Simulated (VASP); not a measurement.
Write the native input for VASP 6.6.1 that does the following.

- Task: electric field gradients
- Functional: BLYP
- Dispersion: D4
- Potentials or basis: VASP PAW PBE potentials, release 64 (S, Mg)
- Cutoff: 520 eV
- k mesh: 8 × 8 × 8
- Occupations: gaussian, width 0.01 eV
- Spin: no spin polarisation
- Dipole correction: no
- Further INCAR settings: ALGO = Normal; EDIFF = 1e-08; NBANDS = 11

The structure of MgS lies in POSCAR:

```
MgS
1.0
    0.0000000000      2.6300356747      2.6300356747
    2.6300356747      0.0000000000      2.6300356747
    2.6300356747      2.6300356747      0.0000000000
S Mg
1 1
Direct
    0.2500000000      0.2500000000      0.2500000000
    0.0000000000      0.0000000000      0.0000000000
```

This cell differs from its parent crystal: volume scaled by 0.8.

These files were run (other wordings do the same):

INCAR

```
SYSTEM = MgS
AGGAC = 1.0
AGGAX = 1.0
ALDAC = 0.0
ALDAX = 1.0
ALGO = Normal
EDIFF = 1E-8
ENCUT = 520
GGA = B5
ISIF = 2
ISMEAR = 0
IVDW = 13
LASPH = .TRUE.
LCHARG = .FALSE.
LEFG = .TRUE.
LREAL = .FALSE.
LWAVE = .FALSE.
NBANDS = 11
NELM = 80
PREC = Accurate
SIGMA = 0.01
VDW_A1 = 0.44488865
VDW_A2 = 4.0933009
VDW_S6 = 1.0
VDW_S8 = 2.34076671
```

KPOINTS

```
k-points
0
G
  8 8 8
  0 0 0
```

Potentials or basis: VASP PAW PBE potentials, release 64 (S, Mg).

Launch:

```bash
$ cat potpaw_PBE.64/S/POTCAR potpaw_PBE.64/Mg/POTCAR > POTCAR
$ mpirun -np 1 vasp_std > vasp.out
```

It gave:

- Pressure: 18.3 GPa
- Band gap on the k mesh: 3.85 eV, indirect (least direct gap 4.86 eV)
- Dispersion energy per atom: -0.544 eV

Caveat: without QUAD_EFG the Cq values of the log hold for a quadrupole moment of 1 mb, not for the nuclei; the PAW data sets were made with another functional, which shifts forces and pressure a little.

Wall time 20 s on 1 thread of Intel Xeon 6975P-C, with other jobs on the host, peak memory 0.16 GiB.
